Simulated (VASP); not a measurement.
# Ti2C5 (P4mm) in VASP: single point with PBE

Aim: the single point of Ti2C5 with PBE.

All numbers are computed with VASP 6.6.1; they aren't measurements. Logs are shortened: lines on timing, memory, paths and dates and some standing lists are left out, and cuts for length are marked.

### Step 1. The cell of the first run

The structure is tetragonal, space group P4mm (No. 99). Conventional cell: a = 4.914 Å, b = 4.914 Å, c = 3.685 Å, α = 90.00°, β = 90.00°, γ = 90.00°. Ti (site symmetry 2mm) has 6 C at 2.17 to 2.50 Å within 2.9 Å. Within 2.0 Å of C (site symmetry m) lie 3 C at 1.50 to 1.63 Å. C (site symmetry 4mm) has 4 C at 1.63 Å within 2.2 Å.

The cell was generated, and may not be a known phase.

### Step 2. Single point, PBE

INCAR reads:

```
ALGO = Normal
EDIFF = 1E-6
ENCUT = 600
GGA = PE
GGA_COMPAT = False
ISIF = 2
ISMEAR = 0
LASPH = True
LCHARG = False
LREAL = False
LWAVE = False
NBANDS = 31
NELM = 120
PREC = Accurate
SIGMA = 0.2
```

KPOINTS reads:

```
k-points
0
Gamma
  3 3 4
```

POSCAR reads:

```
Ti2C5
1.0
    4.9139777005      0.0000000000      0.0000000000
    0.0000000000      4.9139777005      0.0000000000
    0.0000000000      0.0000000000      3.6847274274
Ti C
2 5
Direct
    0.5000000000      0.0000000000      0.1593910856
    0.0000000000      0.5000000000      0.1593910856
    0.2835214973      0.5000000000      0.7072968505
    0.7164785027      0.5000000000      0.7072968505
    0.5000000000      0.2835214973      0.7072968505
    0.5000000000      0.7164785027      0.7072968505
    0.5000000000      0.5000000000      0.0409621670
```

Potentials or basis: VASP PAW PBE potentials, release 64 (Ti_sv, C).

Launch:

```sh
$ cat potpaw_PBE.64/Ti_sv/POTCAR potpaw_PBE.64/C/POTCAR > POTCAR
$ mpirun -np 1 vasp_std > vasp.out
```

OUTCAR:

```text
EDIFF = 1E-6
   ENCUT = 600
   GGA = PE
   ISIF = 2
   ISMEAR = 0
   LASPH = True
   LREAL = False
   NELM = 120
   PREC = Accurate

 ion  position               nearest neighbor table
   1  0.500  0.000  0.159-   5 2.17   6 2.17   5 2.45   6 2.45   7 2.50   7 2.50
   2  0.000  0.500  0.159-   3 2.17   4 2.17   3 2.45   4 2.45   7 2.50   7 2.50
   3  0.284  0.500  0.707-   5 1.50   6 1.50   7 1.63   2 2.17   2 2.45
   4  0.716  0.500  0.707-   5 1.50   6 1.50   7 1.63   2 2.17   2 2.45
   5  0.500  0.284  0.707-   3 1.50   4 1.50   7 1.63   1 2.17   1 2.45
   6  0.500  0.716  0.707-   3 1.50   4 1.50   7 1.63   1 2.17   1 2.45
   7  0.500  0.500  0.041-   3 1.63   4 1.63   5 1.63   6 1.63   1 2.50   2 2.50   1 2.50   2 2.50

  LATTYP: Found a simple tetragonal cell.
 ALAT       =     4.9139777005
 C/A-ratio  =     0.7498461841

  Lattice vectors:

 A1 = (   4.9139777005,   0.0000000000,   0.0000000000)
 A2 = (   0.0000000000,   4.9139777005,   0.0000000000)
 A3 = (   0.0000000000,   0.0000000000,   3.6847274274)

Analysis of symmetry for initial positions (statically):
=====================================================================
 Subroutine PRICEL returns:
 Original cell was already a primitive cell.

 Routine SETGRP: Setting up the symmetry group for a
 simple tetragonal supercell.

 Subroutine GETGRP returns: Found  8 space group operations
 (whereof  8 operations were pure point group operations)
 out of a pool of 16 trial point group operations.

The static configuration has the point symmetry C_4v.

Analysis of symmetry for dynamics (positions and initial velocities):
=====================================================================
 Subroutine PRICEL returns:
 Original cell was already a primitive cell.

 Routine SETGRP: Setting up the symmetry group for a
 simple tetragonal supercell.

 Subroutine GETGRP returns: Found  8 space group operations
 (whereof  8 operations were pure point group operations)
 out of a pool of 16 trial point group operations.

The dynamic configuration has the point symmetry C_4v.

 Subroutine INISYM returns: Found  8 space group operations
 (whereof  8 operations are pure point group operations),
 and found     1 'primitive' translations

----------------------------------------------------------------------------------------

                                     Primitive cell
[... 88 lines left out ...]
   NSW    =      0    number of steps for IOM
   IBRION =     -1    ionic relax: 0-MD 1-quasi-New 2-CG
   NFREE  =      0    steps in history (QN), initial steepest desc. (CG)
   ISIF   =      2    stress and relaxation
   ISYM   =      2    0-nonsym 1-usesym 2-fastsym
   POTIM  = 0.5000    time-step for ionic-motion
   TEBEG  =    0.0;   TEEND  =   0.0 temperature during run
   PSTRESS=    0.0 pullay stress
   NELECT =      44.0000    total number of electrons
   NUPDOWN=      -1.0000    fix difference up-down
   EMIN   =  10.00;   EMAX   =-10.00  energy-range for DOS
   EFERMI =   0.00;   METHOD = LEGACY
   ISMEAR =     0;   SIGMA  =   0.20  broadening in eV -4-tet -1-fermi 0-gaus
   EFERMI_NEDOS =   21; number of points for ismear=-14 and -15
   IALGO  =     38    algorithm
   IMIX   =      4    mixing-type and parameters
     AMIX     =   0.40;   BMIX     =  1.00
     AMIX_MAG =   1.60;   BMIX_MAG =  1.00
  volume/ion in A,a.u.               =      12.71        85.78
  Fermi-wavevector in a.u.,A,eV,Ry     =   1.294599  2.446437 22.803169  1.675986
  Thomas-Fermi vector in A             =   2.426171
   LORBIT       =      0    0 simple, 1 ext, 2 COOP (PROOUT), +10 PAW based schemes
   GGA     = PE    functional components
   LHFCALC =     F    Hartree Fock is set to
   AEXX    =    0.0000 exact exchange contribution
   IVDW    =     0    specifies the selected vdW correction
   LEPSILON=     F    determine dielectric tensor
   LRPA    =     F    only Hartree local field effects (RPA)
 non-spin polarized calculation
 Gauss-broadening in eV      SIGMA  =   0.20
  energy-cutoff  :      600.00
  volume of cell :       88.98
 maximum number of plane-waves:      2990
 NGX is ok and might be reduce to    40
   NGX = 19   NGY = 19   NGZ = 15

 number of electron      43.9999996 magnetization

 Free energy of the ion-electron system (eV)
  ---------------------------------------------------
  ext. energy  EPLUGINS =         0.00000000
  ---------------------------------------------------
  free energy    TOTEN  =       -51.33710419 eV

  energy without entropy =      -51.19425295  energy(sigma->0) =      -51.26567857

 E-fermi :   5.7961     XC(G=0): -10.2429

 val. band max:        5.7699198182   @ k =   0.3333   0.3333   0.0000
 cond. band min:       5.8031273861   @ k =   0.3333   0.3333   0.0000
 fundamental gap:      0.0332075679
 Fermi energy:         5.7961259245

 k-point     1 :       0.0000    0.0000    0.0000
  band No.  band energies     occupation
      1     -51.8568      2.00000
      2     -51.8483      2.00000
      3     -28.1582      2.00000
      4     -28.1446      2.00000
      5     -28.1245      2.00000
      6     -28.1245      2.00000
[... 295 lines left out ...]
     30       8.6537      0.00000
     31       8.9748      0.00000

------------------------ aborting loop because EDIFF is reached ----------------------------------------

  FORCE on cell =-STRESS in cart. coord.  units (eV):
  Direction    XX          YY          ZZ          XY          YZ          ZX
  --------------------------------------------------------------------------------------
  -------------------------------------------------------------------------------------
  Total       -0.0072445     -0.0072445      0.4064415      0.0000000      0.0000000      0.0000000
  in kB       -0.1304512     -0.1304512      7.3187502      0.0000000      0.0000000      0.0000000
  external PRESSURE =       2.3526159 kB  Pullay stress =       0.0000000 kB

 VOLUME and BASIS-vectors are now :
 -----------------------------------------------------------------------------
  energy-cutoff  :      600.00
  volume of cell :       88.98
      direct lattice vectors                 reciprocal lattice vectors
     4.913977701  0.000000000  0.000000000     0.203501127  0.000000000  0.000000000
     0.000000000  4.913977701  0.000000000     0.000000000  0.203501127  0.000000000
     0.000000000  0.000000000  3.684727427     0.000000000  0.000000000  0.271390495

 POSITION                                       TOTAL-FORCE (eV/Angst)
 -----------------------------------------------------------------------------------
      2.45699      0.00000      0.58731        -0.000000      0.000000      0.045461
      0.00000      2.45699      0.58731        -0.000000     -0.000000      0.045461
      1.39322      2.45699      2.60620        -0.089890     -0.000000     -0.061952
      3.52076      2.45699      2.60620         0.089890      0.000000     -0.061952
      2.45699      1.39322      2.60620        -0.000000     -0.089890     -0.061952
      2.45699      3.52076      2.60620         0.000000      0.089890     -0.061952
      2.45699      2.45699      0.15093        -0.000000     -0.000000      0.156886
 -----------------------------------------------------------------------------------
    total drift:                               -0.000000      0.000000     -0.000154

  FREE ENERGIE OF THE ION-ELECTRON SYSTEM (eV)
  ---------------------------------------------------
  free  energy   TOTEN  =       -51.3371041853 eV

  energy  without entropy=      -51.1942529463  energy(sigma->0) =      -51.26567857
```

OSZICAR:

```text
N       E                     dE             d eps       ncg     rms          rms(c)
DAV:   1     0.538641307796E+03    0.53864E+03   -0.23156E+04   566   0.168E+03
DAV:   2     0.142315886458E+02   -0.52441E+03   -0.50357E+03   586   0.491E+02
DAV:   3    -0.585671966266E+02   -0.72799E+02   -0.69734E+02   902   0.157E+02
DAV:   4    -0.649649316698E+02   -0.63977E+01   -0.62864E+01   892   0.417E+01
DAV:   5    -0.653451367856E+02   -0.38021E+00   -0.37975E+00   830   0.825E+00    0.216E+01
DAV:   6    -0.564719550717E+02    0.88732E+01   -0.17471E+02   802   0.646E+01    0.196E+01
DAV:   7    -0.517864458555E+02    0.46855E+01   -0.53600E+01   800   0.492E+01    0.665E+00
DAV:   8    -0.514941357667E+02    0.29231E+00   -0.31833E+00   718   0.992E+00    0.428E+00
DAV:   9    -0.514603870561E+02    0.33749E-01   -0.27094E+00   830   0.940E+00    0.282E+00
DAV:  10    -0.513589585707E+02    0.10143E+00   -0.34995E-01   792   0.396E+00    0.123E+00
DAV:  11    -0.513414641991E+02    0.17494E-01   -0.48280E-02   830   0.137E+00    0.524E-01
DAV:  12    -0.513372448600E+02    0.42193E-02   -0.28201E-02   854   0.101E+00    0.126E-01
DAV:  13    -0.513371659287E+02    0.78931E-04   -0.11905E-03   675   0.252E-01    0.762E-02
DAV:  14    -0.513371061489E+02    0.59780E-04   -0.33958E-04   894   0.111E-01    0.227E-02
DAV:  15    -0.513371026458E+02    0.35032E-05   -0.46632E-05   901   0.401E-02    0.434E-03
DAV:  16    -0.513371037982E+02   -0.11525E-05   -0.26083E-06   578   0.981E-03    0.194E-03
DAV:  17    -0.513371041853E+02   -0.38706E-06   -0.50422E-07   445   0.412E-03
   1 F= -.51337104E+02 E0= -.51265679E+02  d E =-.142851E+00
```

Wall time 29 s (1 thread of AMD EPYC 7R13 (Zen 3), shared host); peak memory 0.18 GiB.

Results:

```yaml
Free_energy: -51.3371 eV
Pressure: 0.2 GPa
Largest_force: 0.157 eV/Å
Band_gap_on_the_k_mesh: zero (bands 22 and 23 overlap by 0.49 eV)
```

Forces on the atoms (eV/Å):
```
Ti   0.000  0.000  0.045
Ti   0.000  0.000  0.045
C   -0.090  0.000 -0.062
C    0.090  0.000 -0.062
C    0.000 -0.090 -0.062
C    0.000  0.090 -0.062
C    0.000  0.000  0.157
```

Caveat: the k points lie up to 0.43 Å⁻¹ apart.

The gap in the log of VASP goes by the Fermi energy; the results here count the filled bands.